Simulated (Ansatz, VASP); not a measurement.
**PbO in VASP and in Ansatz**

Contents of INCAR:

```
SYSTEM = PbO
PREC = Accurate
ENCUT = 520
EDIFF = 1E-7
ISMEAR = 0
SIGMA = 0.05
LREAL = .FALSE.
LASPH = .TRUE.
NELM = 80
ALGO = Normal
ISIF = 2
LWAVE = .FALSE.
LCHARG = .FALSE.
NBANDS = 28
```

The input KPOINTS:

```
Automatic mesh
0
G
  8 8 6
  0 0 0
```

File POSCAR:

```
PbO
1.0
    4.0568204757      0.0000000000      0.0000000000
    0.0000000000      4.0568204757      0.0000000000
    0.0000000000      0.0000000000      5.5970750290
Pb O
2 2
Direct
    0.5000000000      0.0000000000      0.2126163549
    0.0000000000      0.5000000000      0.7873836451
    0.0000000000      0.0000000000      0.0000000000
    0.5000000000      0.5000000000      0.0000000000
```

Input for Ansatz:

```yaml
crystal:
  lattice:
    - [4.0568204757, 0.0, 0.0]
    - [0.0, 4.0568204757, 0.0]
    - [0.0, 0.0, 5.597075029]
  atoms:
    - { symbol: Pb, position: [0.5, 0.0, 0.2126163549] }
    - { symbol: Pb, position: [0.0, 0.5, 0.7873836451] }
    - { symbol: O, position: [0.0, 0.0, 0.0] }
    - { symbol: O, position: [0.5, 0.5, 0.0] }
basis:
  ecutwfc: 420
  ecutrho_ratio: 4
kpoints:
  mp_grid: { grid: [8, 8, 6] }
hamiltonian:
  xc: lda
scf:
  occupations: { method: gaussian, width: 0.05 }
output:
  forces: true
  stress: true
  eigenvalues: true
  populations: true
```

Alike in both runs: task single point; functional LDA; k mesh 8 × 8 × 6; occupations gaussian, width 0.05 eV; no spin polarisation.

|  | VASP | Ansatz |
| --- | --- | --- |
| version | VASP 6.6.1 | Ansatz 0.2.0 |
| potentials or method | VASP PAW LDA potentials, release 64 (Pb_d, O), cutoff 520 eV | scalar-relativistic, plane waves, PAW |
| valence electrons in the cell | 40 | 40 |

|  | VASP | Ansatz | Ansatz less VASP |
| --- | --- | --- | --- |
| gap on the k mesh at the Fermi level (eV) | 1.65 | 1.67 | +0.015 |
| least direct gap on the mesh (eV) | 1.84 | 1.85 | +0.013 |
| pressure (GPa) | -5.2 | -5.3 | -0.15 |
| traceless stress, the component that is largest in VASP (GPa) | 1.01 | 1.01 | +0.008 |
| rms of the force components (eV/Å) | 0.243 | 0.270 | +0.0271 |

LDA's correlation is that of Perdew and Zunger in VASP and of Perdew and Wang (1992) in Ansatz. Atom by atom the forces differ by 0.027 eV/Å (rms over components).

Neither program's run includes spin-orbit coupling.
